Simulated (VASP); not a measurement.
Input of a VASP 6.6.1 run:

File POSCAR:

```
PbSe
1.0
    0.0000000000      3.0696893648      3.0696893648
    3.0696893648      0.0000000000      3.0696893648
    3.0696893648      3.0696893648      0.0000000000
Pb Se
1 1
Direct
    0.0000000000      0.0000000000      0.0000000000
    0.5000000000      0.5000000000      0.5000000000
```

File INCAR.step1:

```
SYSTEM = PbSe
PREC     = Accurate       ! precision mode
ENCUT    = 520            ! plane-wave cutoff, eV
EDIFF    = 1E-5           ! SCF threshold, eV
ISMEAR   = 0              ! smearing method
SIGMA    = 0.01           ! smearing width, eV
LREAL    = .False.        ! projectors in reciprocal space
LASPH    = .True.         ! aspherical terms in the spheres
NELM     = 100            ! most SCF steps
ALGO     = Normal         ! electronic algorithm
ISIF     = 2              ! what is computed and relaxed
LWAVE    = .True.         ! write WAVECAR
LCHARG   = .False.        ! write CHGCAR
GGA      = PE             ! functional
NBANDS   = 17             ! bands
```

The input INCAR.step2:

```
SYSTEM = PbSe
PREC     = Accurate       ! precision mode
ENCUT    = 520            ! plane-wave cutoff, eV
EDIFF    = 1E-7           ! SCF threshold, eV
ISMEAR   = 0              ! smearing method
SIGMA    = 0.01           ! smearing width, eV
LREAL    = .False.        ! projectors in reciprocal space
LASPH    = .True.         ! aspherical terms in the spheres
NELM     = 100            ! most SCF steps
ALGO     = Normal         ! electronic algorithm
ISIF     = 2              ! what is computed and relaxed
LWAVE    = .False.        ! write WAVECAR
LCHARG   = .False.        ! write CHGCAR
GGA      = PE             ! functional
LHFCALC  = .True.         ! exact exchange
AEXX     = 0.15           ! exact-exchange fraction
HFSCREEN = 0.5            ! screening, 1/A
PRECFOCK = Normal       
ISTART   = 1            
NBANDS   = 17             ! bands
```

Contents of KPOINTS:

```
Automatic mesh
0
Gamma
  4 4 4
  0 0 0
```

Potentials or basis: VASP PAW PBE potentials, release 64 (Pb_d, Se).

The run is started by

```bash
$ cat potpaw_PBE.64/Pb_d/POTCAR potpaw_PBE.64/Se/POTCAR > POTCAR
$ cp INCAR.step1 INCAR
$ mpirun -np 1 vasp_std > vasp.out
$ cp INCAR.step2 INCAR
$ mpirun -np 1 vasp_std > vasp.out
```

Question: Predict the band gap on the k mesh.

Answer: 0.41 eV.

Question: Predict the pressure.

Answer: 1.4 GPa.

Caveat: the k points lie up to 0.44 Å⁻¹ apart; the PAW data sets were made with another functional, which shifts forces and pressure a little; spin-orbit coupling is left out, which moves the levels of the heavy elements. A k mesh can miss the band edges.
